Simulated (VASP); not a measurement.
Here is a VASP 6.6.1 calculation.

File INCAR:

```
SYSTEM = Ge6S
PREC = Accurate
ENCUT = 520
EDIFF = 1E-6
ISMEAR = 0
SIGMA = 0.1
LREAL = .False.
LASPH = .True.
NELM = 80
ALGO = Normal
ISIF = 2
LWAVE = .False.
LCHARG = .True.
LDIPOL = .True.
IDIPOL = 3
DIPOL = 0.5 0.5 0.333
GGA = PE
LELF = .True.
LVHAR = .True.
LVACPOTAV = .True.
NBANDS = 54
```

Contents of KPOINTS:

```
regular mesh
0
Gamma
  7 5 1
  0 0 0
```

File POSCAR:

```
Ge6S
1.0
    4.0740542126      0.0000000000      0.0000000000
    0.0000000000      5.7615827213      0.0000000000
    0.0000000000      0.0000000000     19.5242196736
Ge S
6 1
Direct
    0.5000000000      0.0000000000      0.2048737449
    0.0000000000      0.2500000000      0.2048737449
    0.0000000000      0.5005156572      0.3087424246
    0.5000000000      0.7494843428      0.3087424246
    0.5000000000      0.0069199665      0.4109879835
    0.0000000000      0.2430800335      0.4109879835
    0.8333333333      0.5069199665      0.4822133103
```

Potentials or basis: VASP PAW PBE potentials, release 64 (Ge_d, S).

Run with:

```console
$ cat potpaw_PBE.64/Ge_d/POTCAR potpaw_PBE.64/S/POTCAR > POTCAR
$ mpirun -np 1 vasp_std > vasp.out
```

Question: What does it give for the band gap on the k mesh?

Answer: Zero (bands 45 and 46 overlap by 0.12 eV).

Question: Predict the largest force.

Answer: 0.979 eV/Å.

Forces on the atoms (eV/Å):
```
Ge  -0.088  0.355  0.134
Ge   0.073 -0.215 -0.183
Ge  -0.006  0.030 -0.536
Ge  -0.014  0.055  0.105
Ge   0.166 -0.960 -0.098
Ge  -0.295  0.588  0.634
S    0.164  0.148 -0.056
```
